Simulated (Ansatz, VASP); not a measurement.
AgI: VASP beside Ansatz

INCAR

```
PREC = Accurate
ENCUT = 400
EDIFF = 1E-8
ISMEAR = -1
SIGMA = 0.05
LREAL = F
LASPH = T
NELM = 120
ALGO = Normal
ISIF = 2
LWAVE = F
LCHARG = F
GGA = PE
LEFG = T
NBANDS = 26
GGA_COMPAT = F
```

The input KPOINTS:

```
regular mesh
0
Gamma
  10 10 6
```

Contents of POSCAR:

```
AgI
1.0
    4.6857383264      0.0000000000      0.0000000000
   -2.3428691632      4.0579684261      0.0000000000
    0.0000000000      0.0000000000      7.6664781241
Ag I
2 2
Direct
    0.3333333333      0.6666666667      0.0006015325
    0.6666666667      0.3333333333      0.5006015325
    0.3333333333      0.6666666667      0.3753984675
    0.6666666667      0.3333333333      0.8753984675
```

Input for Ansatz:

```yaml
crystal:
  lattice:
    - [4.6857383264, 0.0, 0.0]
    - [-2.3428691632, 4.0579684261, 0.0]
    - [0.0, 0.0, 7.6664781241]
  atoms:
    - { symbol: Ag, position: [0.3333333333, 0.6666666667, 0.0006015325] }
    - { symbol: Ag, position: [0.6666666667, 0.3333333333, 0.5006015325] }
    - { symbol: I, position: [0.3333333333, 0.6666666667, 0.3753984675] }
    - { symbol: I, position: [0.6666666667, 0.3333333333, 0.8753984675] }
kpoints:
  mp_grid: { grid: [10, 10, 6] }
  band_path:
    path:
      - [0.0, 0.0, 0.0]
      - [0.5, 0.0, 0.0]
      - [0.3333333333, 0.3333333333, 0.0]
      - [0.0, 0.0, 0.0]
      - [0.0, 0.0, 0.5]
      - [0.5, 0.0, 0.5]
      - [0.3333333333, 0.3333333333, 0.5]
      - [0.0, 0.0, 0.5]
      - [0.5, 0.0, 0.5]
    npoints: 8
scf:
  occupations: { method: fermi_dirac, width: 0.05 }
hamiltonian:
  xc: pbe
  pseudopotentials: { kind: all_electron, datasets: crystal }
output:
  forces: true
  stress: true
  eigenvalues: true
  efg: { contact_densities: true }
```

Alike in both runs: task electric field gradients; functional PBE; k mesh 10 × 10 × 6; occupations fermi-dirac, width 0.05 eV; no spin polarisation.

```csv
,VASP,Ansatz
version,VASP 6.6.1,Ansatz 0.2.0
potentials or method,"VASP PAW PBE potentials, release 64 (Ag, I), cutoff 400 eV","all-electron PAW with datasets made for the crystal, scalar-relativistic"
```

Ansatz gave:

- pressure (GPa): 0.0
- size of Vzz on the site where it differs most (V/Å²): 0.3

Task: What did VASP give for the same quantities?

Result: Pressure (GPa): -0.2; size of Vzz on the site where it differs most (V/Å²): 0.4.

Ansatz ran all-electron here, and VASP with PAW potentials.

Spin-orbit coupling is off throughout.
